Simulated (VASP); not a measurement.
Set up this calculation in VASP 6.6.1, as the native input.

```yaml
Task: single point
Functional: PBE
Potentials_or_basis: VASP PAW PBE potentials, release 64 (Te, Mo_sv)
Cutoff: 520 eV
k_mesh: 12 × 12 × 2
Occupations: gaussian, width 0.05 eV
Spin: no spin polarisation
Dipole_correction: no
Further_INCAR_settings: ALGO = Normal; EDIFF = 1e-07; NBANDS = 35
```

The structure of Te2Mo lies in POSCAR:

```
Te2Mo
1.0
    3.5570664331      0.0000000000      0.0000000000
   -1.7785332165      3.0805098940      0.0000000000
    0.0000000000      0.0000000000     15.2047186580
Te Mo
4 2
Direct
    0.3333333333      0.6666666667      0.6113636383
    0.6666666667      0.3333333333      0.1310943552
    0.3333333333      0.6666666667      0.8689056448
    0.6666666667      0.3333333333      0.3689056448
    0.3333333333      0.6666666667      0.2500000000
    0.6666666667      0.3333333333      0.7500000000
```

This cell differs from its parent crystal: atom 1 (Te) moved by (+0.000, -0.300) A along y and z.

The input as run:

INCAR

```
ALGO = Normal
EDIFF = 1E-7
ENCUT = 520
GGA = PE
ISIF = 2
ISMEAR = 0
LASPH = T
LCHARG = T
LELF = T
LREAL = F
LVHAR = T
LWAVE = F
NBANDS = 35
NELM = 100
PREC = Accurate
SIGMA = 0.05
```

KPOINTS

```
k-points
0
Gamma
  12 12 2
```

Potentials or basis: VASP PAW PBE potentials, release 64 (Te, Mo_sv).

Launch:

```sh
$ cat potpaw_PBE.64/Te/POTCAR potpaw_PBE.64/Mo_sv/POTCAR > POTCAR
$ mpirun -np 1 vasp_std > vasp.out
```

It gave:

```yaml
Pressure: -2.9 GPa
Largest_force: 2.323 eV/Å
Band_gap_on_the_k_mesh: 0.72 eV, indirect (least direct gap 0.90 eV)
```

Caveat: the cell differs from its parent crystal (atom 1 (Te) moved by (+0.000, -0.300) A along y and z); spin-orbit coupling is left out, which moves the levels of the heavy elements; this functional lacks dispersion, which binds the layers, so the pressure and a relaxed spacing across them are unreliable; forces of over 1 eV/Å act on the atoms, so gaps and moduli don't describe the material at rest.

Run time: 6.6 min on 1 thread of Intel(R) Xeon(R) Platinum 8259CL CPU @ 2.50GHz (Skylake/Cascade Lake) (shared host), peak memory 0.42 GiB.
